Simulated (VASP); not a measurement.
# Zn3BiO (P-62m) in VASP: notebook, part 2 of 2

VASP 6.6.1. The steps go on from the part before.

### Step 3. Single point, PBE

This run uses another cell than the first one, of 21.28 Å³/atom.

The input, INCAR:

```
ALGO     = Normal         # electronic algorithm
EDIFF    = 1E-7           # SCF threshold, eV
ENCUT    = 520            # plane-wave cutoff, eV
GGA      = PE             # functional
ISIF     = 2              # what is computed and relaxed
ISMEAR   = 0              # smearing method
LASPH    = True           # aspherical terms in the spheres
LCHARG   = True           # write CHGCAR
LELF     = True           # ELF
LREAL    = False          # projectors in reciprocal space
LVHAR    = True         
LWAVE    = False          # write WAVECAR
NBANDS   = 36             # bands
NELM     = 60             # most SCF steps
PREC     = Accurate       # precision mode
SIGMA    = 0.1            # smearing width, eV
```

The input, KPOINTS:

```
k-points
0
Gamma
  12 12 8
```

The input, POSCAR:

```
Zn3BiO
1.0
    4.9758139333      0.0000000000      0.0000000000
   -2.4879069667      4.3091812708      0.0000000000
    0.0000000000      0.0000000000      4.9615852109
Zn Bi O
3 1 1
Direct
    0.4117481435      0.0000000000      0.0000000000
    0.0000000000      0.4117481435      0.0000000000
    0.5882518565      0.5882518565      0.0000000000
    0.0000000000      0.0000000000      0.5000000000
    0.0000000000      0.0000000000      0.0000000000
```

Potentials or basis: VASP PAW PBE potentials, release 64 (Zn, Bi_d, O).

Run with:

```sh
$ cat potpaw_PBE.64/Zn/POTCAR potpaw_PBE.64/Bi_d/POTCAR potpaw_PBE.64/O/POTCAR > POTCAR
$ mpirun -np 1 vasp_std > vasp.out
```

OUTCAR:

```text
EDIFF = 1E-7
   ENCUT = 520
   GGA = PE
   ISIF = 2
   ISMEAR = 0
   LASPH = True
   LREAL = False
   NELM = 60
   PREC = Accurate

 ion  position               nearest neighbor table
   1  0.412  0.000  0.000-   5 2.05   2 2.60   2 2.60   3 2.60   3 2.60   4 3.22   4 3.22
   2  0.000  0.412  0.000-   5 2.05   3 2.60   1 2.60   3 2.60   1 2.60   4 3.22   4 3.22
   3  0.588  0.588  0.000-   5 2.05   2 2.60   2 2.60   1 2.60   1 2.60   4 3.22   4 3.22
   4  0.000  0.000  0.500-   5 2.48   5 2.48   1 3.22   1 3.22   3 3.22   3 3.22   2 3.22   2 3.22

   5  0.000  0.000  0.000-   1 2.05   3 2.05   2 2.05   4 2.48   4 2.48

  LATTYP: Found a hexagonal cell.
 ALAT       =     4.9758139333
 C/A-ratio  =     0.9971404231

  Lattice vectors:

 A1 = (   4.9758139333,   0.0000000000,   0.0000000000)
 A2 = (  -2.4879069667,   4.3091812708,   0.0000000000)
 A3 = (   0.0000000000,   0.0000000000,   4.9615852109)

Analysis of symmetry for initial positions (statically):
=====================================================================
 Subroutine PRICEL returns:
 Original cell was already a primitive cell.

 Routine SETGRP: Setting up the symmetry group for a
 hexagonal supercell.
[... 170 lines left out ...]
  free energy    TOTEN  =       -12.47368354 eV

  energy without entropy =      -12.45869991  energy(sigma->0) =      -12.46619173

 E-fermi :   2.8363     XC(G=0):  -9.7197

 val. band max:        2.8327057511   @ k =   0.1667   0.0000   0.3750
 cond. band min:       2.8445354114   @ k =   0.0833   0.0833   0.1250
 fundamental gap:      0.0118296603
 Fermi energy:         2.8363374905

 k-point     1 :       0.0000    0.0000    0.0000
  band No.  band energies     occupation
      1     -20.1594      2.00000
      2     -20.0257      2.00000
      3     -20.0257      2.00000
      4     -19.8661      2.00000
      5     -19.8661      2.00000
      6     -16.2758      2.00000
[... 925 lines left out ...]
     35       8.6503      0.00000
     36       9.3317      0.00000

 [... further k-points ...]
[... 5 lines left out ...]
  --------------------------------------------------------------------------------------
  -------------------------------------------------------------------------------------
  Total        0.2060710      0.2060710      0.0143944     -0.0000000      0.0000000      0.0000000
  in kB        3.1034744      3.1034744      0.2167826     -0.0000000      0.0000000      0.0000000
  external PRESSURE =       2.1412438 kB  Pullay stress =       0.0000000 kB

 VOLUME and BASIS-vectors are now :
 -----------------------------------------------------------------------------
  energy-cutoff  :      520.00
  volume of cell :      106.38
      direct lattice vectors                 reciprocal lattice vectors
     4.975813933  0.000000000  0.000000000     0.200972145  0.116031322  0.000000000
    -2.487906967  4.309181271  0.000000000     0.000000000  0.232062644  0.000000000
     0.000000000  0.000000000  4.961585211     0.000000000  0.000000000  0.201548489

 POSITION                                       TOTAL-FORCE (eV/Angst)
 -----------------------------------------------------------------------------------
      2.04878      0.00000      0.00000         0.047937     -0.000000      0.000000
     -1.02439      1.77430      0.00000        -0.023968      0.041515     -0.000000
      1.46352      2.53488      0.00000        -0.023968     -0.041515      0.000000
      0.00000      0.00000      2.48079        -0.000000     -0.000000     -0.000000
      0.00000      0.00000      0.00000        -0.000000     -0.000000     -0.000000
 -----------------------------------------------------------------------------------
    total drift:                                0.000004      0.000007     -0.000002

  FREE ENERGIE OF THE ION-ELECTRON SYSTEM (eV)
  ---------------------------------------------------
  free  energy   TOTEN  =       -12.4736835432 eV

  energy  without entropy=      -12.4586999130  energy(sigma->0) =      -12.46619173
```

OSZICAR:

```text
N       E                     dE             d eps       ncg     rms          rms(c)
DAV:   1     0.479260067709E+03    0.47926E+03   -0.27905E+04  6840   0.209E+03
DAV:   2     0.455525870876E+02   -0.43371E+03   -0.42191E+03  6872   0.474E+02
DAV:   3    -0.117332504831E+02   -0.57286E+02   -0.56229E+02  7604   0.167E+02
DAV:   4    -0.145579643512E+02   -0.28247E+01   -0.28047E+01  7604   0.370E+01
DAV:   5    -0.146189870616E+02   -0.61023E-01   -0.60990E-01  8636   0.531E+00    0.971E+00
DAV:   6    -0.125530169955E+02    0.20660E+01   -0.10334E+01 12552   0.453E+01    0.603E+00
DAV:   7    -0.124884537009E+02    0.64563E-01   -0.27519E+00  7020   0.110E+01    0.340E+00
DAV:   8    -0.125023342624E+02   -0.13881E-01   -0.75378E-01  7476   0.453E+00    0.132E+00
DAV:   9    -0.124716273048E+02    0.30707E-01   -0.13087E-01  9808   0.325E+00    0.230E-01
DAV:  10    -0.124737719997E+02   -0.21447E-02   -0.24239E-02  7068   0.844E-01    0.116E-01
DAV:  11    -0.124737452698E+02    0.26730E-04   -0.76084E-04  8128   0.203E-01    0.700E-02
DAV:  12    -0.124736832773E+02    0.61993E-04   -0.25303E-04  7912   0.111E-01    0.203E-02
DAV:  13    -0.124736850210E+02   -0.17438E-05   -0.94383E-05 10116   0.720E-02    0.136E-02
DAV:  14    -0.124736833201E+02    0.17009E-05   -0.20896E-05  9740   0.372E-02    0.316E-03
DAV:  15    -0.124736835107E+02   -0.19059E-06   -0.25576E-06  7280   0.107E-02    0.135E-03
DAV:  16    -0.124736835432E+02   -0.32524E-07   -0.27043E-07  6948   0.364E-03
   1 F= -.12473684E+02 E0= -.12466192E+02  d E =-.149836E-01
```

stdout:

```text
POSCAR found type information on POSCAR ZnBiO
 POSCAR found :  3 types and       5 ions
 scaLAPACK will be used
 LDA part: xc-table for (Slater+PW92), standard interpolation
 POSCAR, INCAR and KPOINTS ok, starting setup
 FFT: planning ... GRIDC
 FFT: planning ... GRID_SOFT
 FFT: planning ... GRID
 WAVECAR not read
 entering main loop
```

Run time: 4.8 min. Hardware: 1 thread of Intel Xeon Platinum 8488C (Sapphire Rapids), shared host; peak memory 0.47 GiB.

Results:

```
Free energy            : -12.4737 eV
Pressure               : 0.2 GPa
Largest force          : 0.048 eV/Å
Band gap on the k mesh : zero (an odd number of electrons rules out a gap without spin polarisation)
```

Forces in eV/Å, atoms in the order of the input:
```
Zn   0.048  0.000  0.000
Zn  -0.024  0.042  0.000
Zn  -0.024 -0.042  0.000
Bi   0.000  0.000  0.000
O    0.000  0.000  0.000
```

Stress tensor (GPa, compression positive):
```
0.31 0.00 0.00
0.00 0.31 0.00
0.00 0.00 0.02
```

Caveat: spin-orbit coupling is left out, which moves the levels of the heavy elements; an odd number of electrons without spin polarisation forces a metal; a magnetic or distorted state may lie lower.
